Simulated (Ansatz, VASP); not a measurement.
# One calculation of CuI, two programs

Contents of INCAR:

```
PREC = Accurate ; ENCUT = 520
EDIFF = 1E-6 ; ISMEAR = -1
SIGMA = 0.03 ; LREAL = False
LASPH = True ; NELM = 150
ALGO = Normal ; ISIF = 2
LWAVE = False ; LCHARG = False
MAGMOM = 0 0 0 0 0 0 ; LORBIT = 11
LSORBIT = True ; GGA_COMPAT = False
LORBMOM = True ; LMAXMIX = 4
GGA = PE ; NBANDS = 30
```

Contents of KPOINTS:

```
regular mesh
0
Gamma
  9 9 9
```

POSCAR

```
CuI
1.0
    0.0000000000      3.0315000000      3.0315000000
    3.0315000000      0.0000000000      3.0315000000
    3.0315000000      3.0315000000      0.0000000000
Cu I
1 1
Direct
    0.7500000000      0.7500000000      0.7500000000
    0.0000000000      0.0000000000      0.0000000000
```

Input for Ansatz:

```yaml
crystal:
  lattice:
    - [0.0, 3.0315, 3.0315]
    - [3.0315, 0.0, 3.0315]
    - [3.0315, 3.0315, 0.0]
  atoms:
    - { symbol: Cu, position: [0.75, 0.75, 0.75] }
    - { symbol: I, position: [0.0, 0.0, 0.0] }
kpoints:
  mp_grid: { grid: [9, 9, 9] }
  band_path:
    path:
      - [0.0, 0.0, 0.0]
      - [-0.5, -0.5, 0.0]
      - [-0.375, -0.375, 0.25]
      - [-0.375, 0.0, 0.375]
      - [0.0, 0.0, 0.0]
      - [0.0, 0.0, 0.5]
      - [-0.5, -0.25, 0.25]
      - [-0.5, -0.5, 0.0]
    npoints: 5
scf:
  occupations: { method: fermi_dirac, width: 0.03 }
hamiltonian:
  xc: pbe
  pseudopotentials: { kind: all_electron, lapw: { basis_error: 0.001 } }
output:
  forces: true
  stress: true
  eigenvalues: true
magnetization:
  noncollinear: true
  spin_orbit: true
```

Alike in both runs: task single point; functional PBE; k mesh 9 × 9 × 9; occupations fermi-dirac, width 0.03 eV; non-collinear spin, spin-orbit coupling.

|  | VASP | Ansatz |
| --- | --- | --- |
| version | VASP 6.6.1 | Ansatz 0.2.0 |
| potentials or method | VASP PAW PBE potentials, release 64 (Cu, I), cutoff 520 eV | all-electron LAPW |

```csv
,VASP,Ansatz,Ansatz less VASP
pressure (GPa),0.7,0.4,-0.32
net moment per atom (μB),0.00,0.00,0.000
```

Ansatz ran all-electron here, and VASP with PAW potentials.
